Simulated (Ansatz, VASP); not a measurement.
## MgO in VASP and in Ansatz

```
Mg O
1.0
     4.16071    0.00000    0.00000
     0.00000   -4.16071    0.00000
     0.00000    0.00000   -4.16071
Mg O
4 4
Direct
  0.94698 0.05302 0.07499
  0.50000 0.50000 0.00000
  0.50000 0.00000 0.50000
  0.00000 0.50000 0.50000
  0.50000 0.00000 0.00000
  0.00000 0.50000 0.00000
  0.00000 0.00000 0.50000
  0.50000 0.50000 0.50000
```

Alike in both runs: task single point; functional LDA; k mesh 6 × 6 × 6; occupations gaussian, width 0.05 eV; no spin polarisation.

|  | VASP | Ansatz |
| --- | --- | --- |
| version | VASP 6.6.1 | Ansatz 0.2.0 |
| potentials or method | VASP PAW LDA potentials, release 64 (Mg, O), cutoff 520 eV | scalar-relativistic, plane waves, PAW |
| valence electrons in the cell | 32 | 64 |

Ansatz gave:

* gap on the k mesh at the Fermi level (eV): 4.96
* least direct gap on the mesh (eV): 4.96
* pressure (GPa): 6.0
* traceless stress, the component that is largest in VASP (GPa): 3.21
* rms of the force components (eV/Å): 1.182

Question: What did VASP give for the same quantities?

Answer: gap on the k mesh at the Fermi level (eV): 4.96; least direct gap on the mesh (eV): 4.96; pressure (GPa): 4.5; traceless stress, the component that is largest in VASP (GPa): 3.37; rms of the force components (eV/Å): 1.220.

Ansatz warns that its potentials were made for another functional, while VASP's fit it. LDA's correlation is that of Perdew and Zunger in VASP and of Perdew and Wang (1992) in Ansatz. Atom by atom the forces differ by 0.040 eV/Å (rms over components). VASP's potentials hold 32 valence electrons a cell and Ansatz's 64, so a difference there can come from the potentials and not from the codes.
